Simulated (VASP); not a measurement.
## ScAlN2: single point with r2SCAN

Crystal: ScAlN2.

```
CELL_PARAMETERS angstrom
1.51847 0.87669 4.91539
-1.51847 0.87669 4.91539
0.00000 -1.75337 4.91539
ATOMIC_POSITIONS crystal
Sc 0.00000 0.00000 0.00000
Al 0.50000 0.50000 0.50000
N 0.24331 0.24331 0.24331
N 0.75669 0.75669 0.75669
```

```yaml
Program: VASP 6.6.1
Task: single point
Functional: r2SCAN
Potentials_or_basis: VASP PAW PBE potentials, release 64 (Sc_sv, Al, N)
Cutoff: 520 eV
k_mesh: 6 × 6 × 6
Occupations: gaussian, width 0.01 eV
Spin: no spin polarisation
```

```json
{"Pressure": "0.9 GPa", "Largest force": "0.125 eV/Å", "Band gap on the k mesh": "1.17 eV, indirect (least direct gap 3.07 eV)"}
```

Forces on the atoms (eV/Å):
```
Sc   0.000  0.000  0.000
Al   0.000  0.000  0.000
N    0.000  0.000 -0.125
N    0.000  0.000  0.125
```

Stress tensor (GPa, compression positive):
```
0.90 0.00 0.00
0.00 0.90 0.00
0.00 0.00 1.01
```

Levels at points of the mesh, in eV from the valence-band top:
```tsv
k point	band 8	band 9	band 10	band 11	band 12	band 13	band 14	band 15	band 16	band 17
(0.00, 0.00, 0.00)	-2.40	-2.40	-0.35	-0.35	0.00	3.50	3.66	3.66	5.81	5.95
(0.50, 0.00, 0.00)	-5.82	-4.07	-3.26	-1.85	-1.13	2.52	5.77	5.96	6.26	7.10
(0.50, 0.50, 0.00)	-5.28	-2.34	-2.33	-2.32	-1.90	1.17	5.48	5.77	7.00	7.34
(0.50, 0.50, 0.50)	-3.20	-1.98	-1.98	-0.97	-0.97	3.45	3.84	3.84	5.91	5.91
```

Run time: 6.9 min on 1 thread of Intel Xeon 8259CL (shared host), peak memory 0.27 GiB.

Caveat: the PAW data sets were made with another functional, which shifts forces and pressure a little. A k mesh can miss the band edges.
